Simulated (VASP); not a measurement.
Runs of VASP 6.6.1 on RbRe. The structure is that of space group Pm-3m (No. 221), or close to it. The cells are those of the table. 

```tsv
task	potentials or basis	spin	cell	k mesh	cutoff (eV)	second run	gap on the mesh (eV)	pressure (GPa)	relaxed volume (Å³/atom)
relaxation of cell and atoms	VASP PAW PBE potentials, release 64 (Rb_sv, Re)	off	relaxed from a = 4.646 Å, 2 atoms	4 × 4 × 4	600	-	none	0.0	(a)
single point	VASP PAW PBE potentials, release 64 (Rb_sv, Re)	collinear, ferromagnetic start	a = 4.138 Å, 2 atoms	14 × 14 × 14	520	-	none	0.0	-
single point	VASP PAW PBE potentials, release 64 (Rb_sv, Re)	off	a = 4.646 Å, 2 atoms	4 × 4 × 4	520	-	none	(b)	-
relaxation of cell and atoms	VASP PAW PBE potentials, release 64 (Rb_sv, Re_sv_GW)	off	relaxed from a = 4.646 Å, 2 atoms	4 × 4 × 4	500	valence_matched	none	0.0	26.14
single point	VASP PAW PBE potentials, release 64 (Rb_sv, Re)	off	a = 3.723 Å, 2 atoms	4 × 4 × 4	520	-	none	0.2	-
single point	VASP PAW PBE potentials, release 64 (Rb_sv, Re)	off	a = 3.739 Å, 2 atoms	6 × 6 × 6	520	-	none	0.3	-
relaxation of cell and atoms	VASP PAW PBE potentials, release 64 (Rb_sv, Re)	off	relaxed from a = 3.723 Å, 2 atoms	6 × 6 × 6	600	-	none	0.0	26.50
```

Alike in all rows: level PBE; smearing gaussian 0.1 eV.

Estimate the missing entries.

(a) 26.19; (b) -4.0.

Caveats: some runs use coarse meshes; spin-orbit coupling is left out, which moves the levels of the heavy elements; the volume moved by over 15 % at a fixed basis, so the end points are rough (some runs).

A k mesh can miss the band edges, and the runs leave out spin-orbit coupling on Rb, Re.

A gap of «none» marks levels without a gap at the run's occupations.

The runs don't all hold the same shells in valence.
